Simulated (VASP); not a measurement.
# Mg2Sn (Fm-3m) in VASP: single point with r2SCAN

Aim: the single point of Mg2Sn with r2SCAN.

Everything below comes from runs of VASP 6.6.1. Logs are shortened: lines on timing, memory, paths and dates and some standing lists are left out, and cuts for length are marked.

## Step 1: The cell of the first run

Symmetry: Fm-3m, No. 225, cubic system. The conventional cell has a = 6.786 Å, b = 6.786 Å, c = 6.786 Å, α = 90.00°, β = 90.00°, γ = 90.00°. Sn (site symmetry m-3m) has 8 Mg at 2.94 Å within 3.9 Å. Mg (site symmetry -43m) has 4 Sn at 2.94 Å and 6 Mg at 3.39 Å within 3.9 Å.

## Step 2: Single point, r2SCAN

POSCAR

```
Mg2Sn
1.0
    0.0000000000      3.3929442200      3.3929442200
    3.3929442200      0.0000000000      3.3929442200
    3.3929442200      3.3929442200      0.0000000000
Sn Mg
1 2
Direct
    0.0000000000      0.0000000000      0.0000000000
    0.2500000000      0.2500000000      0.2500000000
    0.7500000000      0.7500000000      0.7500000000
```

INCAR.step1

```
SYSTEM = Mg2Sn
PREC = Accurate
ENCUT = 660
ISMEAR = -1
SIGMA = 0.1
LREAL = .FALSE.
LASPH = .TRUE.
NELM = 120
NBANDS = 16
GGA = PE
ALGO = Normal
EDIFF = 1E-5
LWAVE = .TRUE.
LCHARG = .FALSE.
GGA_COMPAT = .FALSE.
```

INCAR.step2

```
SYSTEM = Mg2Sn
PREC = Accurate
ENCUT = 660
EDIFF = 1E-6
ISMEAR = -1
SIGMA = 0.1
LREAL = .FALSE.
LASPH = .TRUE.
NELM = 120
ALGO = Normal
ISIF = 2
LWAVE = .FALSE.
LCHARG = .FALSE.
METAGGA = R2SCAN
LMIXTAU = .TRUE.
NBANDS = 16
ISTART = 1
GGA_COMPAT = .FALSE.
```

KPOINTS

```
regular mesh
0
G
  9 9 9
  0 0 0
```

Potentials or basis: VASP PAW PBE potentials, release 64 (Sn_d, Mg).

The run is started by

```console
cat potpaw_PBE.64/Sn_d/POTCAR potpaw_PBE.64/Mg/POTCAR > POTCAR
cp INCAR.step1 INCAR
mpirun -np 1 vasp_std > vasp.out
cp INCAR.step2 INCAR
mpirun -np 1 vasp_std > vasp.out
```

OUTCAR:

```text
SYSTEM = Mg2Sn
   PREC = Accurate
   ENCUT = 660
   EDIFF = 1E-6
   ISMEAR = -1
   LREAL = .FALSE.
   LASPH = .TRUE.
   NELM = 120
   ISIF = 2
   METAGGA = R2SCAN
   ISTART = 1

 ion  position               nearest neighbor table
   1  0.000  0.000  0.000-   3 2.94   3 2.94   3 2.94   2 2.94   3 2.94   2 2.94   2 2.94   2 2.94

   2  0.250  0.250  0.250-   1 2.94   1 2.94   1 2.94   1 2.94   3 3.39   3 3.39   3 3.39   3 3.39
                             3 3.39   3 3.39
   3  0.750  0.750  0.750-   1 2.94   1 2.94   1 2.94   1 2.94   2 3.39   2 3.39   2 3.39   2 3.39
                             2 3.39   2 3.39

  LATTYP: Found a face centered cubic cell.
 ALAT       =     6.7858884400

  Lattice vectors:

 A1 = (   0.0000000000,   3.3929442200,   3.3929442200)
 A2 = (   3.3929442200,   0.0000000000,   3.3929442200)
 A3 = (   3.3929442200,   3.3929442200,   0.0000000000)

Analysis of symmetry for initial positions (statically):
=====================================================================
 Subroutine PRICEL returns:
 Original cell was already a primitive cell.

 Routine SETGRP: Setting up the symmetry group for a
 face centered cubic supercell.

 Subroutine GETGRP returns: Found 48 space group operations
 (whereof 48 operations were pure point group operations)
 out of a pool of 48 trial point group operations.

The static configuration has the point symmetry O_h .

Analysis of symmetry for dynamics (positions and initial velocities):
=====================================================================
 Subroutine PRICEL returns:
 Original cell was already a primitive cell.

 Routine SETGRP: Setting up the symmetry group for a
 face centered cubic supercell.

 Subroutine GETGRP returns: Found 48 space group operations
 (whereof 48 operations were pure point group operations)
 out of a pool of 48 trial point group operations.

The dynamic configuration has the point symmetry O_h .

 Subroutine INISYM returns: Found 48 space group operations
 (whereof 48 operations are pure point group operations),
 and found     1 'primitive' translations

----------------------------------------------------------------------------------------

                                     Primitive cell

  volume of cell :      78.1196

  direct lattice vectors                    reciprocal lattice vectors
     0.000000000  3.392944220  3.392944220    -0.147364639  0.147364639  0.147364639
     3.392944220  0.000000000  3.392944220     0.147364639 -0.147364639  0.147364639
     3.392944220  3.392944220  0.000000000     0.147364639  0.147364639 -0.147364639

  length of vectors
     4.798347732  4.798347732  4.798347732     0.255243042  0.255243042  0.255243042

  position of ions in fractional coordinates (direct lattice)
     0.000000000  0.000000000  0.000000000
     0.250000000  0.250000000  0.250000000
     0.750000000  0.750000000  0.750000000

  ion indices of the primitive-cell ions
   primitive index   ion index
                 1           1
                 2           2
                 3           3

----------------------------------------------------------------------------------------

 KPOINTS: regular mesh

Automatic generation of k-mesh.
 Grid dimensions read from file:
 generate k-points for:    9    9    9

 Generating k-lattice:

  Cartesian coordinates                     Fractional coordinates (reciprocal lattice)
    -0.016373849  0.016373849  0.016373849     0.111111111  0.000000000  0.000000000
     0.016373849 -0.016373849  0.016373849     0.000000000  0.111111111  0.000000000
     0.016373849  0.016373849 -0.016373849     0.000000000  0.000000000  0.111111111

  Length of vectors
     0.028360338  0.028360338  0.028360338

  Shift w.r.t. Gamma in fractional coordinates (k-lattice)
     0.000000000  0.000000000  0.000000000

 Subroutine IBZKPT returns following result:
 ===========================================

 Found     35 irreducible k-points:

 Following reciprocal coordinates:
            Coordinates               Weight
  0.000000  0.000000  0.000000      1.000000
  0.111111  0.000000  0.000000      8.000000
  0.222222  0.000000  0.000000      8.000000
  0.333333  0.000000  0.000000      8.000000
  0.444444  0.000000  0.000000      8.000000
  0.111111  0.111111  0.000000      6.000000
[... 16 lines left out ...]
 -0.333333  0.333333  0.000000     12.000000
  0.444444  0.444444  0.000000      6.000000
 [... further k-points ...]
   k-points           NKPTS =     35   k-points in BZ     NKDIM =     35   number of bands    NBANDS=     16
   number of dos      NEDOS =    301   number of ions     NIONS =      3
   total plane-waves  NPLWV =  64000
   dimension x,y,z NGX =    40 NGY =   40 NGZ =   40
   dimension x,y,z NGXF=    80 NGYF=   80 NGZF=   80
   ions per type =               1   2
   NGX,Y,Z   is equivalent  to a cutoff of  13.86, 13.86, 13.86 a.u.
   NGXF,Y,Z  is equivalent  to a cutoff of  27.72, 27.72, 27.72 a.u.
 SYSTEM =  Mg2Sn
   PREC   = accura    normal or accurate (medium, high low for compatibility)
   ISTART =      1    job   : 0-new  1-cont  2-samecut
   ICHARG =      0    charge: 1-file 2-atom 10-const
   ISPIN  =      1    spin polarized calculation?
   LNONCOLLINEAR =      F non collinear calculations
   LSORBIT =      F    spin-orbit coupling
   LASPH  =      T    aspherical Exc in radial PAW
   ENCUT  =  660.0 eV  48.51 Ry    6.96 a.u.  10.05 10.05 10.05*2*pi/ulx,y,z
   NELM   =    120;   NELMIN=  2; NELMDL=  0     # of ELM steps
   EDIFF  = 0.1E-05   stopping-criterion for ELM
   LREAL  =      F    real-space projection
   EDIFFG = 0.1E-04   stopping-criterion for IOM
   NSW    =      0    number of steps for IOM
   IBRION =     -1    ionic relax: 0-MD 1-quasi-New 2-CG
   NFREE  =      0    steps in history (QN), initial steepest desc. (CG)
   ISIF   =      2    stress and relaxation
   ISYM   =      2    0-nonsym 1-usesym 2-fastsym
   POTIM  = 0.5000    time-step for ionic-motion
   TEBEG  =    0.0;   TEEND  =   0.0 temperature during run
   PSTRESS=    0.0 pullay stress
   NELECT =      18.0000    total number of electrons
   NUPDOWN=      -1.0000    fix difference up-down
   EMIN   =  10.00;   EMAX   =-10.00  energy-range for DOS
   EFERMI =   0.00;   METHOD = LEGACY
   ISMEAR =    -1;   SIGMA  =   0.10  broadening in eV -4-tet -1-fermi 0-gaus
   EFERMI_NEDOS =   21; number of points for ismear=-14 and -15
   IALGO  =     38    algorithm
   IMIX   =      4    mixing-type and parameters
     AMIX     =   0.40;   BMIX     =  1.00
     AMIX_MAG =   1.60;   BMIX_MAG =  1.00
  volume/ion in A,a.u.               =      26.04       175.73
  Fermi-wavevector in a.u.,A,eV,Ry     =   1.003642  1.896609 13.705119  1.007298
  Thomas-Fermi vector in A             =   2.136207
   LORBIT       =      0    0 simple, 1 ext, 2 COOP (PROOUT), +10 PAW based schemes
   METAGGA = R2SCAN    functional components
   LHFCALC =     F    Hartree Fock is set to
   AEXX    =    0.0000 exact exchange contribution
   IVDW    =     0    specifies the selected vdW correction
   LEPSILON=     F    determine dielectric tensor
   LRPA    =     F    only Hartree local field effects (RPA)
 non-spin polarized calculation
  energy-cutoff  :      660.00
  volume of cell :       78.12
 maximum number of plane-waves:      3024
   NGX = 21   NGY = 21   NGZ = 21

 number of electron      18.0000003 magnetization

 Free energy of the ion-electron system (eV)
  ---------------------------------------------------
  ext. energy  EPLUGINS =         0.00000000
  ---------------------------------------------------
  free energy    TOTEN  =       -33.82944228 eV

  energy without entropy =      -33.82372903  energy(sigma->0) =      -33.82658566

 E-fermi :   4.2145     XC(G=0):  -9.2542

 val. band max:        4.1088720780   @ k =   0.0000   0.0000   0.0000
 cond. band min:       4.3041589540   @ k =   0.4444   0.4444   0.0000
 fundamental gap:      0.1952868759
 Fermi energy:         4.2144845089

 k-point     1 :       0.0000    0.0000    0.0000
  band No.  band energies     occupation
      1     -17.3503      2.00000
      2     -17.3503      2.00000
      3     -17.3503      2.00000
      4     -17.3043      2.00000
      5     -17.3043      2.00000
      6      -5.3283      2.00000
[... 8 lines left out ...]
     15       9.8574      0.00000
     16       9.8574      0.00000

 k-point     2 :       0.1111    0.0000    0.0000
  band No.  band energies     occupation
      1     -17.3502      2.00000
      2     -17.3498      2.00000
      3     -17.3498      2.00000
      4     -17.3042      2.00000
      5     -17.3042      2.00000
      6      -5.2237      2.00000
[... 8 lines left out ...]
     15       9.1410      0.00000
     16       9.5298      0.00000

 k-point     3 :       0.2222    0.0000    0.0000
  band No.  band energies     occupation
      1     -17.3499      2.00000
      2     -17.3487      2.00000
      3     -17.3487      2.00000
      4     -17.3041      2.00000
      5     -17.3041      2.00000
      6      -4.9226      2.00000
[... 8 lines left out ...]
     15       8.8968      0.00000
     16       9.4723      0.00000

 k-point     4 :       0.3333    0.0000    0.0000
  band No.  band energies     occupation
      1     -17.3495      2.00000
      2     -17.3474      2.00000
      3     -17.3474      2.00000
      4     -17.3038      2.00000
      5     -17.3038      2.00000
      6      -4.4816      2.00000
[... 8 lines left out ...]
     15       9.7378      0.00000
     16      10.3455      0.00000

 k-point     5 :       0.4444    0.0000    0.0000
  band No.  band energies     occupation
      1     -17.3493      2.00000
      2     -17.3467      2.00000
      3     -17.3467      2.00000
      4     -17.3036      2.00000
      5     -17.3036      2.00000
      6      -4.0808      2.00000
[... 8 lines left out ...]
     15      11.0934      0.00000
     16      11.8911      0.00000

 k-point     6 :       0.1111    0.1111    0.0000
  band No.  band energies     occupation
      1     -17.3507      2.00000
      2     -17.3494      2.00000
      3     -17.3494      2.00000
      4     -17.3046      2.00000
      5     -17.3039      2.00000
      6      -5.1886      2.00000
[... 8 lines left out ...]
     15       9.7226      0.00000
     16      10.0039      0.00000

 k-point     7 :       0.2222    0.1111    0.0000
  band No.  band energies     occupation
      1     -17.3507      2.00000
      2     -17.3484      2.00000
      3     -17.3483      2.00000
      4     -17.3047      2.00000
      5     -17.3035      2.00000
      6      -4.9519      2.00000
[... 8 lines left out ...]
     15       9.7299      0.00000
     16      10.2738      0.00000

 k-point     8 :       0.3333    0.1111    0.0000
  band No.  band energies     occupation
      1     -17.3502      2.00000
      2     -17.3474      2.00000
      3     -17.3470      2.00000
      4     -17.3046      2.00000
      5     -17.3032      2.00000
      6      -4.5518      2.00000
[... 8 lines left out ...]
     15      10.3067      0.00000
     16      10.5978      0.00000

 k-point     9 :       0.4444    0.1111    0.0000
  band No.  band energies     occupation
      1     -17.3494      2.00000
      2     -17.3469      2.00000
      3     -17.3462      2.00000
      4     -17.3042      2.00000
      5     -17.3032      2.00000
      6      -4.1131      2.00000
[... 8 lines left out ...]
     15      11.4958      0.00000
     16      12.0424      0.00000
[... 172 lines left out ...]
 k-point    19 :      -0.2222    0.2222    0.0000
  band No.  band energies     occupation
      1     -17.3489      2.00000
      2     -17.3473      2.00000
      3     -17.3470      2.00000
      4     -17.3041      2.00000
      5     -17.3036      2.00000
      6      -4.3257      2.00000
[... 8 lines left out ...]
     15      11.5056      0.00000
     16      11.9622      0.00000

 k-point    20 :       0.3333    0.3333    0.0000
  band No.  band energies     occupation
      1     -17.3529      2.00000
      2     -17.3445      2.00000
      3     -17.3445      2.00000
      4     -17.3061      2.00000
      5     -17.3016      2.00000
      6      -4.1763      2.00000
[... 8 lines left out ...]
     15      11.1228      0.00000
     16      13.1942      0.00000

 k-point    21 :       0.4444    0.3333    0.0000
  band No.  band energies     occupation
      1     -17.3528      2.00000
      2     -17.3438      2.00000
      3     -17.3436      2.00000
      4     -17.3062      2.00000
      5     -17.3013      2.00000
      6      -3.8229      2.00000
[... 8 lines left out ...]
     15      12.5849      0.00000
     16      13.2094      0.00000

 k-point    22 :      -0.4444    0.3333    0.0000
  band No.  band energies     occupation
      1     -17.3514      2.00000
      2     -17.3444      2.00000
      3     -17.3436      2.00000
      4     -17.3057      2.00000
      5     -17.3017      2.00000
      6      -3.5672      2.00000
[... 8 lines left out ...]
     15      11.3110      0.00000
     16      13.2038      0.00000

 k-point    23 :      -0.3333    0.3333    0.0000
  band No.  band energies     occupation
      1     -17.3495      2.00000
      2     -17.3459      2.00000
      3     -17.3444      2.00000
      4     -17.3048      2.00000
      5     -17.3026      2.00000
      6      -3.6206      2.00000
[... 8 lines left out ...]
     15       9.5421      0.00000
     16      13.0492      0.00000

 k-point    24 :       0.4444    0.4444    0.0000
  band No.  band energies     occupation
      1     -17.3537      2.00000
      2     -17.3427      2.00000
      3     -17.3427      2.00000
      4     -17.3067      2.00000
      5     -17.3008      2.00000
      6      -3.5881      2.00000
[... 8 lines left out ...]
     15      12.9261      0.00000
     16      13.3099      0.00000

 [... further k-points ...]
[... 5 lines left out ...]
  --------------------------------------------------------------------------------------
  -------------------------------------------------------------------------------------
  Total       -0.3339479     -0.3339479     -0.3339479     -0.0000000     -0.0000000     -0.0000000
  in kB       -6.8490314     -6.8490314     -6.8490314     -0.0000000     -0.0000000     -0.0000000
  external PRESSURE =      -6.8490314 kB  Pullay stress =       0.0000000 kB

 VOLUME and BASIS-vectors are now :
 -----------------------------------------------------------------------------
  energy-cutoff  :      660.00
  volume of cell :       78.12
      direct lattice vectors                 reciprocal lattice vectors
     0.000000000  3.392944220  3.392944220    -0.147364639  0.147364639  0.147364639
     3.392944220  0.000000000  3.392944220     0.147364639 -0.147364639  0.147364639
     3.392944220  3.392944220  0.000000000     0.147364639  0.147364639 -0.147364639

 POSITION                                       TOTAL-FORCE (eV/Angst)
 -----------------------------------------------------------------------------------
      0.00000      0.00000      0.00000        -0.000000     -0.000000     -0.000000
      1.69647      1.69647      1.69647        -0.000000      0.000000     -0.000000
      5.08942      5.08942      5.08942         0.000000      0.000000      0.000000
 -----------------------------------------------------------------------------------
    total drift:                               -0.000000      0.000000     -0.000000

  FREE ENERGIE OF THE ION-ELECTRON SYSTEM (eV)
  ---------------------------------------------------
  free  energy   TOTEN  =       -33.8294422833 eV

  energy  without entropy=      -33.8237290331  energy(sigma->0) =      -33.82658566
```

It took 4.9 min on 1 thread of Intel Xeon 8259CL, shared host; peak memory 0.29 GiB.

What came out:

| Property | Result |
| --- | --- |
| Free energy | -33.8294 eV |
| Pressure | -0.7 GPa |
| Band gap on the k mesh | 0.20 eV, indirect (least direct gap 1.94 eV) |

Levels at points of the mesh, in eV from the valence-band top:
```tsv
k point	band 5	band 6	band 7	band 8	band 9	band 10	band 11	band 12	band 13	band 14
(0.00, 0.00, 0.00)	-21.41	-9.44	0.00	0.00	0.00	1.94	2.38	2.38	2.38	4.83
```

Caveat: the PAW data sets were made with another functional, which shifts forces and pressure a little; spin-orbit coupling is left out, which moves the levels of the heavy elements.
